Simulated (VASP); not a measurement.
# BN (F-43m) in VASP: further runs, part 2 of 2

VASP 6.6.1. Earlier steps stand in the parts before.

### 3 Single point, HSE06

Input file POSCAR:

```
BN
1.0
    7.2115910000      0.0000000000      0.0000000000
    0.0000000000      7.2115910000      0.0000000000
    0.0000000000      0.0000000000      7.2115910000
B N
32 32
Direct
    0.0000000000      0.0000000000      0.0000000000
    0.0000000000      0.0000000000      0.5000000000
    0.0000000000      0.5000000000      0.0000000000
    0.0000000000      0.5000000000      0.5000000000
    0.5000000000      0.0000000000      0.0000000000
    0.5000000000      0.0000000000      0.5000000000
    0.5000000000      0.5000000000      0.0000000000
    0.5000000000      0.5000000000      0.5000000000
    0.2500000000      0.2500000000      0.0000000000
    0.2500000000      0.2500000000      0.5000000000
    0.2500000000      0.7500000000      0.0000000000
    0.2500000000      0.7500000000      0.5000000000
    0.7500000000      0.2500000000      0.0000000000
    0.7500000000      0.2500000000      0.5000000000
    0.7500000000      0.7500000000      0.0000000000
    0.7500000000      0.7500000000      0.5000000000
    0.2500000000      0.0000000000      0.2500000000
    0.2500000000      0.0000000000      0.7500000000
    0.2500000000      0.5000000000      0.2500000000
    0.2500000000      0.5000000000      0.7500000000
    0.7500000000      0.0000000000      0.2500000000
    0.7500000000      0.0000000000      0.7500000000
    0.7500000000      0.5000000000      0.2500000000
    0.7500000000      0.5000000000      0.7500000000
    0.0000000000      0.2500000000      0.2500000000
    0.0000000000      0.2500000000      0.7500000000
    0.0000000000      0.7500000000      0.2500000000
    0.0000000000      0.7500000000      0.7500000000
    0.5000000000      0.2500000000      0.2500000000
    0.5000000000      0.2500000000      0.7500000000
    0.5000000000      0.7500000000      0.2500000000
    0.5000000000      0.7500000000      0.7500000000
    0.1250000000      0.1250000000      0.1250000000
    0.1250000000      0.1250000000      0.6250000000
    0.1250000000      0.6250000000      0.1250000000
    0.1250000000      0.6250000000      0.6250000000
    0.6250000000      0.1250000000      0.1250000000
    0.6250000000      0.1250000000      0.6250000000
    0.6250000000      0.6250000000      0.1250000000
    0.6250000000      0.6250000000      0.6250000000
    0.3750000000      0.3750000000      0.1250000000
    0.3750000000      0.3750000000      0.6250000000
    0.3750000000      0.8750000000      0.1250000000
    0.3750000000      0.8750000000      0.6250000000
    0.8750000000      0.3750000000      0.1250000000
    0.8750000000      0.3750000000      0.6250000000
    0.8750000000      0.8750000000      0.1250000000
    0.8750000000      0.8750000000      0.6250000000
    0.3750000000      0.1250000000      0.3750000000
    0.3750000000      0.1250000000      0.8750000000
    0.3750000000      0.6250000000      0.3750000000
    0.3750000000      0.6250000000      0.8750000000
    0.8750000000      0.1250000000      0.3750000000
    0.8750000000      0.1250000000      0.8750000000
    0.8750000000      0.6250000000      0.3750000000
    0.8750000000      0.6250000000      0.8750000000
    0.1250000000      0.3750000000      0.3750000000
    0.1250000000      0.3750000000      0.8750000000
    0.1250000000      0.8750000000      0.3750000000
    0.1250000000      0.8750000000      0.8750000000
    0.6250000000      0.3750000000      0.3750000000
    0.6250000000      0.3750000000      0.8750000000
    0.6250000000      0.8750000000      0.3750000000
    0.6250000000      0.8750000000      0.8750000000
```

Input file INCAR.step1:

```
PREC = Accurate ; ENCUT = 520
EDIFF = 1E-5 ; ISMEAR = -1
SIGMA = 0.05 ; LREAL = Auto
LASPH = True ; NELM = 100
ALGO = Normal ; ISIF = 2
LWAVE = True ; GGA = PE
NBANDS = 166
```

Input file INCAR.step2:

```
PREC = Accurate ; ENCUT = 520
EDIFF = 1E-7 ; ISMEAR = -1
SIGMA = 0.05 ; LREAL = Auto
LASPH = True ; NELM = 100
ALGO = Normal ; ISIF = 2
LWAVE = False ; LCHARG = True
GGA = PE ; LHFCALC = True
HFSCREEN = 0.2079 ; PRECFOCK = Fast
LELF = True ; LVHAR = True
ISTART = 1 ; NBANDS = 166
```

Input file KPOINTS:

```
Automatic mesh
0
Gamma
  1 1 1
```

Potentials or basis: VASP PAW PBE potentials, release 64 (B, N).

On the command line:

```
> cat potpaw_PBE.64/B/POTCAR potpaw_PBE.64/N/POTCAR > POTCAR
> cp INCAR.step1 INCAR
> mpirun -np 1 vasp_gam > vasp.out
> cp INCAR.step2 INCAR
> mpirun -np 1 vasp_gam > vasp.out
```

OUTCAR:

```text
PREC = Accurate
   ENCUT = 520
   EDIFF = 1E-7
   ISMEAR = -1
   LREAL = Auto
   LASPH = True
   NELM = 100
   ISIF = 2
   GGA = PE
   LHFCALC = True
   HFSCREEN = 0.2079
   PRECFOCK = Fast
   ISTART = 1

 ion  position               nearest neighbor table
   1  0.000  0.000  0.000-  33 1.56  47 1.56  54 1.56  60 1.56
   2  0.000  0.000  0.500-  34 1.56  48 1.56  53 1.56  59 1.56
   3  0.000  0.500  0.000-  35 1.56  45 1.56  56 1.56  58 1.56
   4  0.000  0.500  0.500-  36 1.56  46 1.56  55 1.56  57 1.56
   5  0.500  0.000  0.000-  37 1.56  43 1.56  50 1.56  64 1.56
   6  0.500  0.000  0.500-  38 1.56  44 1.56  49 1.56  63 1.56
[... 56 lines left out ...]
  63  0.625  0.875  0.375-   6 1.56  16 1.56  21 1.56  31 1.56
  64  0.625  0.875  0.875-   5 1.56  15 1.56  22 1.56  32 1.56

  LATTYP: Found a simple cubic cell.
 ALAT       =     7.2115910000

  Lattice vectors:

 A1 = (   7.2115910000,   0.0000000000,   0.0000000000)
 A2 = (   0.0000000000,   7.2115910000,   0.0000000000)
[... 182 lines left out ...]
 val. band max:        6.6216813323   @ k =   0.0000   0.0000   0.0000
 cond. band min:      12.4628331215   @ k =   0.0000   0.0000   0.0000
 fundamental gap:      5.8411517892
 Fermi energy:         7.9012726705

 k-point     1 :       0.0000    0.0000    0.0000
  band No.  band energies     occupation
      1     -15.5358      2.00000
      2     -13.4039      2.00000
      3     -13.4039      2.00000
      4     -13.4039      2.00000
      5     -13.4038      2.00000
      6     -13.4038      2.00000
[... 132 lines left out ...]
    139      17.2659      0.00000
    140      17.2659      0.00000
 [bands above 140 left out]

------------------------ aborting loop because EDIFF is reached ----------------------------------------

  FORCE on cell =-STRESS in cart. coord.  units (eV):
  Direction    XX          YY          ZZ          XY          YZ          ZX
  --------------------------------------------------------------------------------------
  -------------------------------------------------------------------------------------
  Total       -5.1954499     -5.1954499     -5.1954499     -0.0000000      0.0000000      0.0000000
  in kB      -22.1942503    -22.1942503    -22.1942503     -0.0000000      0.0000000      0.0000000
  external PRESSURE =     -22.1942503 kB  Pullay stress =       0.0000000 kB

 VOLUME and BASIS-vectors are now :
 -----------------------------------------------------------------------------
  energy-cutoff  :      520.00
  volume of cell :      375.05
      direct lattice vectors                 reciprocal lattice vectors
     7.211591000  0.000000000  0.000000000     0.138665656  0.000000000  0.000000000
     0.000000000  7.211591000  0.000000000     0.000000000  0.138665656  0.000000000
     0.000000000  0.000000000  7.211591000     0.000000000  0.000000000  0.138665656

 POSITION                                       TOTAL-FORCE (eV/Angst)
 -----------------------------------------------------------------------------------
      0.00000      0.00000      0.00000        -0.000000     -0.000000     -0.000000
      0.00000      0.00000      3.60580        -0.000000      0.000000     -0.000000
      0.00000      3.60580      0.00000         0.000000     -0.000000     -0.000000
      0.00000      3.60580      3.60580        -0.000000      0.000000     -0.000000
      3.60580      0.00000      0.00000         0.000000      0.000000     -0.000000
      3.60580      0.00000      3.60580        -0.000000      0.000000     -0.000000
[... 56 lines left out ...]
      4.50724      6.31014      2.70435         0.000000     -0.000000      0.000000
      4.50724      6.31014      6.31014         0.000000     -0.000000      0.000000
 -----------------------------------------------------------------------------------
    total drift:                                0.000004     -0.000003     -0.000005

  FREE ENERGIE OF THE ION-ELECTRON SYSTEM (eV)
  ---------------------------------------------------
  free  energy   TOTEN  =      -649.3544508903 eV

  energy  without entropy=     -649.3544508902  energy(sigma->0) =     -649.35445089
```

It took 11 min on 1 thread of Intel Xeon Platinum 8259CL at 2.50GHz (Skylake/Cascade Lake), shared host; peak memory 0.54 GiB.

Results:

* Free energy: -649.3545 eV
* Pressure: -2.2 GPa
* Band gap on the k mesh: 5.84 eV

Levels at points of the mesh, in eV from the valence-band top:
```tsv
k point	band 124	band 125	band 126	band 127	band 128	band 129	band 130	band 131	band 132	band 133
(0.00, 0.00, 0.00)	-2.11	-2.11	0.00	0.00	0.00	5.84	5.84	5.84	8.40	8.40
```

Caveat: the k points lie up to 0.87 Å⁻¹ apart, too coarse for converged energies, forces and pressures; the PAW data sets were made with another functional, which shifts forces and pressure a little; an odd mesh through Γ misses points on the zone boundary, where band edges can lie.
